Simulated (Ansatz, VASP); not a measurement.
Cu: VASP beside Ansatz

```xyz
1
Lattice="-1.4275 1.4275 1.3411 1.4275 -1.4275 1.3411 1.4275 1.4275 -1.3411" Properties=species:S:1:pos:R:3 pbc="T T T"
Cu    0.0000    0.0000    0.0000
```

Alike in both runs: functional LDA; k mesh 20 × 20 × 20; occupations gaussian, width 0.1 eV; no spin polarisation.

Ansatz relaxed the structure, and its values are those at the end. VASP's run is a single point on that final structure, the one shown.

|  | VASP | Ansatz |
| --- | --- | --- |
| version | VASP 6.6.1 | Ansatz 0.2.0 |
| potentials or method | VASP PAW LDA potentials, release 64 (Cu), cutoff 520 eV | scalar-relativistic, plane waves, PAW |
| valence electrons in the cell | 11 | 19 |

Ansatz gave:

* gap on the k mesh at the Fermi level (eV): none
* pressure (GPa): 0.0

Task: What did VASP give for the same quantities?

Result: gap on the k mesh at the Fermi level (eV): none; pressure (GPa): 1.4.

LDA's correlation is that of Perdew and Zunger in VASP and of Perdew and Wang (1992) in Ansatz. A gap of «none» marks a metal or a gap that the smearing closes. VASP's potentials hold 11 valence electrons a cell and Ansatz's 19, so a difference there can come from the potentials and not from the codes.
